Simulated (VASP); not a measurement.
Crystal: Hf.

```
CELL_PARAMETERS angstrom
-1.80500 1.80500 1.80500
1.80500 -1.80500 1.80500
1.80500 1.80500 -1.80500
ATOMIC_POSITIONS crystal
Hf 0.00000 0.00000 0.00000
```

Program: VASP 6.6.1. Alike in all runs: task single point; cell as given; cutoff (eV) 520.

Order these runs on this cell by their pressure, lowest first.
A. level PBE; potentials or basis VASP PAW PBE potentials, release 64 (Hf_pv); spin off; k mesh 10 × 10 × 10; smearing gaussian 0.028 eV
B. level HSE06; potentials or basis VASP PAW PBE potentials, release 64 (Hf_pv); spin non-collinear, zero start, SOC; k mesh 4 × 4 × 4; smearing fermi-dirac 0.05 eV; grid for exact exchange (PRECFOCK) Normal; screening parameter 0.2079 1/Å
C. level LDA; potentials or basis VASP PAW LDA potentials, release 64 (Hf_pv); spin off; k mesh 10 × 10 × 10; smearing fermi-dirac 0.05 eV
D. level revPBE; potentials or basis VASP PAW PBE potentials, release 64 (Hf_pv); spin off; k mesh 10 × 10 × 10; smearing fermi-dirac 0.05 eV
E. level HF; potentials or basis VASP PAW PBE potentials, release 64 (Hf_pv); spin off; k mesh 5 × 5 × 5; smearing fermi-dirac 0.05 eV; grid for exact exchange (PRECFOCK) Normal

C (-12.6 GPa), B (-7.6 GPa), A (-5.3 GPa), D (-3.3 GPa), E (2.7 GPa).

Caveats: some runs use coarse meshes; the PAW data sets were made with another functional, which shifts forces and pressure a little (some runs).
